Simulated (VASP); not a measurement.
The system is LuCd.

```
CELL_PARAMETERS angstrom
3.64099 0.00000 0.00000
0.00000 3.64099 0.00000
0.00000 0.00000 3.64099
ATOMIC_POSITIONS crystal
Lu 0.50000 0.50000 0.50000
Cd 0.00000 0.00000 0.00000
```

* Program: VASP 6.6.1
* Task: relaxation of cell and atoms
* Functional: LDA
* Potentials or basis: VASP PAW PBE potentials, release 64 (Lu, Cd)
* Cutoff: 600 eV
* k mesh: 10 × 10 × 10
* Occupations: fermi-dirac, width 0.1 eV
* Spin: no spin polarisation

At the start: pressure -4.3 GPa; volume 24.13 Å³/atom.

Problem. Where does the relaxation end?

Solution. Over 18 steps the energy falls by 21.8 meV/atom and the volume is 22.62 Å³/atom (-6.3 %); space group Pm-3m (No. 221, to 0.05 Å).

The path:
```
step  energy change (eV)  largest force (eV/Å)  pressure (GPa)  volume (Å³)
   1              0.0000                0.0000           -4.35        48.27
   2             -0.0322                0.0000            2.71        43.84
   3             -0.0435                0.0000            0.02        45.25
   4             -0.0435                0.0000           -0.09        45.31
   5             -0.0435                0.0000           -0.09        45.31
   6             -0.0435                0.0000           -0.11        45.30
   7             -0.0435                0.0000           -0.09        45.30
   8             -0.0435                0.0000           -0.09        45.30
   9             -0.0435                0.0000           -0.09        45.30
  10             -0.0435                0.0000           -0.09        45.30
  11             -0.0435                0.0000           -0.09        45.30
  12             -0.0435                0.0000           -0.11        45.30
  13             -0.0435                0.0000           -0.10        45.30
  14             -0.0435                0.0000           -0.09        45.29
  15             -0.0435                0.0000           -0.10        45.28
  16             -0.0435                0.0000           -0.02        45.26
  17             -0.0435                0.0000           -0.03        45.25
  18             -0.0435                0.0000            0.01        45.24
```

Final structure:
```
CELL_PARAMETERS angstrom
3.56309 0.00000 0.00000
0.00000 3.56309 0.00000
0.00000 0.00000 3.56309
ATOMIC_POSITIONS crystal
Lu 0.50000 0.50000 0.50000
Cd 0.00000 0.00000 0.00000
```

Caveat: the PAW data sets were made with another functional, which shifts forces and pressure a little.
